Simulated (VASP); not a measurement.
Input of a VASP 6.6.1 run:

The input INCAR:

```
PREC = Accurate
ENCUT = 520
EDIFF = 1E-7
ISMEAR = 1
SIGMA = 0.1
LREAL = False
LASPH = True
NELM = 80
ALGO = Normal
ISIF = 2
LWAVE = False
LCHARG = False
GGA = PS
NBANDS = 9
```

The input KPOINTS:

```
Automatic mesh
0
Gamma
  9 9 5
```

POSCAR

```
Mg
1.0
    3.1732732687      0.0000000000      0.0000000000
   -1.5866366343      2.7481352638      0.0000000000
    0.0000000000      0.0000000000      5.1518105854
Mg
2
Direct
    0.3333333333      0.6666666667      0.2500000000
    0.6666666667      0.3333333333      0.7500000000
```

Potentials or basis: VASP PAW PBE potentials, release 64 (Mg).

The run is started by

```bash
$ cat potpaw_PBE.64/Mg/POTCAR > POTCAR
$ mpirun -np 1 vasp_std > vasp.out
```

What does it give for the pressure?

0.0 GPa.

Estimate the band gap on the k mesh.

zero (bands 2 and 3 overlap by 2.22 eV).

Stress tensor (GPa, compression positive):
```
-0.18  0.00  0.00
 0.00 -0.18  0.00
 0.00  0.00  0.29
```

Caveat: the PAW data sets were made with another functional, which shifts forces and pressure a little.
